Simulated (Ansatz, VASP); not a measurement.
**Ge in VASP and in Ansatz**

The input INCAR:

```
SYSTEM = Ge
PREC = Accurate
ENCUT = 520
EDIFF = 1E-7
ISMEAR = 0
SIGMA = 0.1
LREAL = .FALSE.
LASPH = .TRUE.
NELM = 80
ALGO = Normal
ISIF = 2
LWAVE = .FALSE.
LCHARG = .FALSE.
GGA = PE
NBANDS = 21
```

KPOINTS

```
Automatic mesh
0
G
  14 14 14
  0 0 0
```

File POSCAR:

```
Ge
1.0
    0.0000000000      2.9212707790      2.9212707790
    2.9212707790      0.0000000000      2.9212707790
    2.9212707790      2.9212707790      0.0000000000
Ge
2
Direct
    0.5000000000      0.5000000000      0.5000000000
    0.7500000000      0.7500000000      0.7500000000
```

Input for Ansatz:

```yaml
crystal:
  lattice:
    - [0.0, 2.921270779, 2.921270779]
    - [2.921270779, 0.0, 2.921270779]
    - [2.921270779, 2.921270779, 0.0]
  atoms:
    - { symbol: Ge, position: [0.5, 0.5, 0.5] }
    - { symbol: Ge, position: [0.75, 0.75, 0.75] }
basis:
  ecutwfc: 420
kpoints:
  mp_grid: { grid: [14, 14, 14] }
hamiltonian:
  xc: pbe
scf:
  occupations: { method: gaussian, width: 0.1 }
output:
  forces: true
  stress: true
  eigenvalues: true
```

Alike in both runs: task single point; functional PBE; k mesh 14 × 14 × 14; occupations gaussian, width 0.1 eV; no spin polarisation.

```csv
,VASP,Ansatz
version,VASP 6.6.1,Ansatz 0.2.0
potentials or method,"VASP PAW PBE potentials, release 64 (Ge_d), cutoff 520 eV","scalar-relativistic, plane waves, PAW"
valence electrons in the cell,28,28
```

|  | VASP | Ansatz | Ansatz less VASP |
| --- | --- | --- | --- |
| gap on the k mesh at the Fermi level (eV) | none | none | - |
| pressure (GPa) | -2.3 | -2.2 | +0.09 |

A gap of «none» marks a metal or a gap that the smearing closes. With one functional, cell and mesh, what is left measures potentials, basis and numerics.
